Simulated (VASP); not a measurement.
Write the native input for VASP 6.6.1 that does the following.

| Quantity | Value |
| --- | --- |
| Task | single point |
| Functional | r2SCAN |
| Potentials or basis | VASP PAW PBE potentials, release 64 (Cu, Li_sv, S) |
| Cutoff | 520 eV |
| k mesh | 7 × 7 × 7 |
| Occupations | fermi-dirac, width 0.1 eV |
| Spin | no spin polarisation |
| Dipole correction | no |
| Further INCAR settings | ALGO = Normal; EDIFF = 1e-06; NBANDS = 40 |

LiCu3S4:

```xyz
8
Lattice="0.0000 5.2662 0.0000 5.2662 0.0000 0.0000 2.6331 2.6331 -5.2468" Properties=species:S:1:pos:R:3 pbc="T T T"
Cu    2.6331    2.6331    0.0000
Cu    2.6331    5.2662   -2.6234
Cu    5.2662    2.6331   -2.6234
Li    0.0000    0.0000    0.0000
S     3.9081    3.9081   -1.3777
S     6.5412    3.9913   -3.8691
S     1.3582    1.3582   -1.3777
S     3.9913    6.5412   -3.8691
```

The input as run:

POSCAR

```
LiCu3S4
1.0
    0.0000000000      5.2662380000      0.0000000000
    5.2662380000      0.0000000000      0.0000000000
    2.6331190000      2.6331190000     -5.2467950000
Cu Li S
3 1 4
Direct
    0.5000000000      0.5000000000      0.0000000000
    0.7500000000      0.2500000000      0.5000000000
    0.2500000000      0.7500000000      0.5000000000
    0.0000000000      0.0000000000      0.0000000000
    0.6108100000      0.6108100000      0.2625800000
    0.3891900000      0.8733900000      0.7374200000
    0.1266100000      0.1266100000      0.2625800000
    0.8733900000      0.3891900000      0.7374200000
```

INCAR.step1

```
PREC = Accurate
ENCUT = 520
ISMEAR = -1
SIGMA = 0.1
LREAL = False
LASPH = True
NELM = 80
NBANDS = 40
GGA = PE
ALGO = Normal
EDIFF = 1E-4
LWAVE = True
LCHARG = False
```

INCAR.step2

```
PREC = Accurate
ENCUT = 520
EDIFF = 1E-6
ISMEAR = -1
SIGMA = 0.1
LREAL = False
LASPH = True
NELM = 80
ALGO = Normal
ISIF = 2
LWAVE = False
LCHARG = True
METAGGA = R2SCAN
LMIXTAU = True
LELF = True
LVHAR = True
NBANDS = 40
ISTART = 1
```

KPOINTS

```
Automatic mesh
0
Gamma
  7 7 7
```

Potentials or basis: VASP PAW PBE potentials, release 64 (Cu, Li_sv, S).

The run is started by

```console
$ cat potpaw_PBE.64/Cu/POTCAR potpaw_PBE.64/Li_sv/POTCAR potpaw_PBE.64/S/POTCAR > POTCAR
$ cp INCAR.step1 INCAR
$ mpirun -np 1 vasp_std > vasp.out
$ cp INCAR.step2 INCAR
$ mpirun -np 1 vasp_std > vasp.out
```

It gave:

| Property | Result |
| --- | --- |
| Largest force | 0.384 eV/Å |
| Band gap on the k mesh | zero (bands 30 and 31 overlap by 1.31 eV) |

Caveat: the PAW data sets were made with another functional, which shifts forces and pressure a little.

It took 17 min on 1 thread of Intel(R) Xeon(R) Platinum 8259CL CPU @ 2.50GHz (Skylake/Cascade Lake), on a shared host, peak memory 0.41 GiB.
